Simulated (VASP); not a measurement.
# Cs2I (P6_3/mmc) in VASP: single point with PBE

Aim: the single point of Cs2I with PBE.

All numbers are computed with VASP 6.6.1; they aren't measurements. Logs are shortened: lines on timing, memory, paths and dates and some standing lists are left out, and cuts for length are marked.

### Step 1. The cell of the first run

The structure is hexagonal, space group P6_3/mmc (No. 194). Conventional cell: a = 5.397 Å, b = 5.397 Å, c = 19.218 Å, α = 90.00°, β = 90.00°, γ = 120.00°. Within 5.2 Å of Cs (site symmetry 3m) lie 3 I at 3.96 Å and 1 Cs at 4.88 Å. Within 5.2 Å of I (site symmetry -6m2) lie 6 Cs at 3.96 Å.

### Step 2. Single point, PBE

INCAR reads:

```
SYSTEM = Cs2I
ALGO = Normal
EDIFF = 1E-6
ENCUT = 520
GGA = PE
ISIF = 2
ISMEAR = 0
LASPH = .TRUE.
LCHARG = .TRUE.
LELF = .TRUE.
LREAL = .FALSE.
LVHAR = .TRUE.
LWAVE = .FALSE.
NBANDS = 34
NELM = 100
PREC = Accurate
SIGMA = 0.1
```

KPOINTS reads:

```
k-points
0
G
  6 6 1
  0 0 0
```

POSCAR reads:

```
Cs2I
1.0
    5.3972451877      0.0000000000      0.0000000000
   -2.6986225938      4.6741514430      0.0000000000
    0.0000000000      0.0000000000     19.2175834241
Cs I
4 2
Direct
    0.3333333333      0.6666666667      0.6229452436
    0.6666666667      0.3333333333      0.1229452436
    0.3333333333      0.6666666667      0.8770547564
    0.6666666667      0.3333333333      0.3770547564
    0.3333333333      0.6666666667      0.2500000000
    0.6666666667      0.3333333333      0.7500000000
```

Potentials or basis: VASP PAW PBE potentials, release 64 (Cs_sv, I).

Started as:

```sh
cat potpaw_PBE.64/Cs_sv/POTCAR potpaw_PBE.64/I/POTCAR > POTCAR
mpirun -np 1 vasp_std > vasp.out
```

OUTCAR:

```text
SYSTEM = Cs2I
   EDIFF = 1E-6
   ENCUT = 520
   GGA = PE
   ISIF = 2
   ISMEAR = 0
   LASPH = .TRUE.
   LREAL = .FALSE.
   NELM = 100
   PREC = Accurate

 ion  position               nearest neighbor table
   1  0.333  0.667  0.623-
   2  0.667  0.333  0.123-
   3  0.333  0.667  0.877-
   4  0.667  0.333  0.377-
   5  0.333  0.667  0.250-
   6  0.667  0.333  0.750-

  LATTYP: Found a hexagonal cell.
 ALAT       =     5.3972451877
 C/A-ratio  =     3.5606282012

  Lattice vectors:

 A1 = (   5.3972451877,   0.0000000000,   0.0000000000)
 A2 = (  -2.6986225938,   4.6741514430,   0.0000000000)
 A3 = (   0.0000000000,   0.0000000000,  19.2175834241)

Analysis of symmetry for initial positions (statically):
=====================================================================
 Subroutine PRICEL returns:
 Original cell was already a primitive cell.

 Routine SETGRP: Setting up the symmetry group for a
 hexagonal supercell.

 Subroutine GETGRP returns: Found 24 space group operations
 (whereof 12 operations were pure point group operations)
 out of a pool of 24 trial point group operations.

The static configuration has the point symmetry D_3d.
 The point group associated with its full space group is D_6h.

Analysis of symmetry for dynamics (positions and initial velocities):
=====================================================================
 Subroutine PRICEL returns:
 Original cell was already a primitive cell.

 Routine SETGRP: Setting up the symmetry group for a
 hexagonal supercell.

 Subroutine GETGRP returns: Found 24 space group operations
 (whereof 12 operations were pure point group operations)
 out of a pool of 24 trial point group operations.

The dynamic configuration has the point symmetry D_3d.
 The point group associated with its full space group is D_6h.

 Subroutine INISYM returns: Found 24 space group operations
 (whereof 12 operations are pure point group operations),
 and found     1 'primitive' translations

----------------------------------------------------------------------------------------

                                     Primitive cell

[... 76 lines left out ...]
   LSORBIT =      F    spin-orbit coupling
   LASPH  =      T    aspherical Exc in radial PAW
   ENCUT  =  520.0 eV  38.22 Ry    6.18 a.u.  10.04 10.04 35.73*2*pi/ulx,y,z
   NELM   =    100;   NELMIN=  2; NELMDL= -5     # of ELM steps
   EDIFF  = 0.1E-05   stopping-criterion for ELM
   LREAL  =      F    real-space projection
   EDIFFG = 0.1E-04   stopping-criterion for IOM
   NSW    =      0    number of steps for IOM
   IBRION =     -1    ionic relax: 0-MD 1-quasi-New 2-CG
   NFREE  =      0    steps in history (QN), initial steepest desc. (CG)
   ISIF   =      2    stress and relaxation
   ISYM   =      2    0-nonsym 1-usesym 2-fastsym
   POTIM  = 0.5000    time-step for ionic-motion
   TEBEG  =    0.0;   TEEND  =   0.0 temperature during run
   PSTRESS=    0.0 pullay stress
   NELECT =      50.0000    total number of electrons
   NUPDOWN=      -1.0000    fix difference up-down
   EMIN   =  10.00;   EMAX   =-10.00  energy-range for DOS
   EFERMI =   0.00;   METHOD = LEGACY
   ISMEAR =     0;   SIGMA  =   0.10  broadening in eV -4-tet -1-fermi 0-gaus
   EFERMI_NEDOS =   21; number of points for ismear=-14 and -15
   IALGO  =     38    algorithm
   IMIX   =      4    mixing-type and parameters
     AMIX     =   0.40;   BMIX     =  1.00
     AMIX_MAG =   1.60;   BMIX_MAG =  1.00
  volume/ion in A,a.u.               =      80.80       545.28
  Fermi-wavevector in a.u.,A,eV,Ry     =   0.767727  1.450794  8.019343  0.589405
  Thomas-Fermi vector in A             =   1.868346
   LORBIT       =      0    0 simple, 1 ext, 2 COOP (PROOUT), +10 PAW based schemes
   GGA     = PE    functional components
   LHFCALC =     F    Hartree Fock is set to
   AEXX    =    0.0000 exact exchange contribution
   IVDW    =     0    specifies the selected vdW correction
   LEPSILON=     F    determine dielectric tensor
   LRPA    =     F    only Hartree local field effects (RPA)
 non-spin polarized calculation
 Gauss-broadening in eV      SIGMA  =   0.10
  energy-cutoff  :      520.00
  volume of cell :      484.81
 maximum number of plane-waves:     13122
   NGX = 21   NGY = 21   NGZ = 71

 number of electron      50.0000005 magnetization

 Free energy of the ion-electron system (eV)
  ---------------------------------------------------
  ext. energy  EPLUGINS =         0.00000000
  ---------------------------------------------------
  free energy    TOTEN  =       -12.38446761 eV

  energy without entropy =      -12.37252992  energy(sigma->0) =      -12.37849876

 E-fermi :   1.5245     XC(G=0):  -5.9760

 val. band max:        1.4771082779   @ k =   0.3333   0.0000   0.0000
 cond. band min:       1.6399192695   @ k =   0.0000   0.0000   0.0000
 fundamental gap:      0.1628109917
 Fermi energy:         1.5244958316

 k-point     1 :       0.0000    0.0000    0.0000
  band No.  band energies     occupation
      1     -22.2520      2.00000
      2     -22.2502      2.00000
      3     -22.2468      2.00000
      4     -22.2450      2.00000
      5     -12.1855      2.00000
      6     -12.1853      2.00000
[... 248 lines left out ...]
     33       3.9339      0.00000
     34       3.9677      0.00000

------------------------ aborting loop because EDIFF is reached ----------------------------------------

  FORCE on cell =-STRESS in cart. coord.  units (eV):
  Direction    XX          YY          ZZ          XY          YZ          ZX
  --------------------------------------------------------------------------------------
  -------------------------------------------------------------------------------------
  Total       -0.1347628     -0.1347628     -0.1671355     -0.0000000     -0.0000000     -0.0000000
  in kB       -0.4453555     -0.4453555     -0.5523390     -0.0000000     -0.0000000     -0.0000000
  external PRESSURE =      -0.4810167 kB  Pullay stress =       0.0000000 kB

 VOLUME and BASIS-vectors are now :
 -----------------------------------------------------------------------------
  energy-cutoff  :      520.00
  volume of cell :      484.81
      direct lattice vectors                 reciprocal lattice vectors
     5.397245188  0.000000000  0.000000000     0.185279706  0.106971288  0.000000000
    -2.698622594  4.674151443  0.000000000     0.000000000  0.213942576  0.000000000
     0.000000000  0.000000000 19.217583424     0.000000000  0.000000000  0.052035679

 POSITION                                       TOTAL-FORCE (eV/Angst)
 -----------------------------------------------------------------------------------
     -0.00000      3.11610     11.97150         0.000000      0.000000      0.024062
      2.69862      1.55805      2.36271        -0.000000     -0.000000      0.024062
     -0.00000      3.11610     16.85487         0.000000      0.000000     -0.024062
      2.69862      1.55805      7.24608        -0.000000     -0.000000     -0.024062
     -0.00000      3.11610      4.80440        -0.000000      0.000000      0.000000
      2.69862      1.55805     14.41319         0.000000     -0.000000      0.000000
 -----------------------------------------------------------------------------------
    total drift:                                0.000000     -0.000000      0.000000

  FREE ENERGIE OF THE ION-ELECTRON SYSTEM (eV)
  ---------------------------------------------------
  free  energy   TOTEN  =       -12.3844676060 eV

  energy  without entropy=      -12.3725299160  energy(sigma->0) =      -12.37849876
```

It took 68 s on 1 thread of AMD EPYC 9R45 (Zen 5), shared host; peak memory 0.51 GiB.

What came out:

- Free energy: -12.3845 eV
- Pressure: 0.0 GPa
- Largest force: 0.024 eV/Å
- Band gap on the k mesh: zero (band 25 reaches 2.36 eV, above the bottom of band 26 at 0.97 eV)

Forces in eV/Å, atoms in the order of the input:
```
Cs   0.000  0.000  0.024
Cs   0.000  0.000  0.024
Cs   0.000  0.000 -0.024
Cs   0.000  0.000 -0.024
I    0.000  0.000  0.000
I    0.000  0.000  0.000
```

Caveat: spin-orbit coupling is left out, which moves the levels of the heavy elements.
